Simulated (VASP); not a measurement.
A run of VASP 6.6.1:

Contents of INCAR:

```
ALGO     = Normal         # electronic algorithm
EDIFF    = 1E-6           # SCF threshold, eV
ENCUT    = 520            # plane-wave cutoff, eV
GGA      = PE             # functional
ISIF     = 2              # what is computed and relaxed
ISMEAR   = 0              # smearing method
LASPH    = T              # aspherical terms in the spheres
LCHARG   = F              # write CHGCAR
LREAL    = F              # projectors in reciprocal space
LWAVE    = F              # write WAVECAR
NBANDS   = 30             # bands
NELM     = 100            # most SCF steps
PREC     = Accurate       # precision mode
SIGMA    = 0.1            # smearing width, eV
```

KPOINTS

```
k-points
0
Gamma
  4 4 4
```

File POSCAR:

```
NbRe3Pd
1.0
    4.6240181492      0.0000000000      0.0000000000
    0.0000000000      4.6240181492      0.0000000000
    0.0000000000      0.0000000000      4.6240181492
Nb Re Pd
1 3 1
Direct
    0.0000000000      0.0000000000      0.0000000000
    0.0000000000      0.5000000000      0.5000000000
    0.5000000000      0.0000000000      0.5000000000
    0.5000000000      0.5000000000      0.0000000000
    0.5000000000      0.5000000000      0.5000000000
```

Potentials or basis: VASP PAW PBE potentials, release 64 (Nb_sv, Re, Pd).

Run with:

```sh
$ cat potpaw_PBE.64/Nb_sv/POTCAR potpaw_PBE.64/Re/POTCAR potpaw_PBE.64/Pd/POTCAR > POTCAR
$ mpirun -np 1 vasp_std > vasp.out
```

Hardware: 1 thread of AMD EPYC 9R45 96-Core Processor (Zen 5) (shared host).

Q: Estimate the wall time of this run.

A: Wall time 30 s on 1 thread of AMD EPYC 9R45 96-Core Processor (Zen 5), with other jobs on the host, peak memory 0.19 GiB. Counts: scf iterations 21, k points 10.
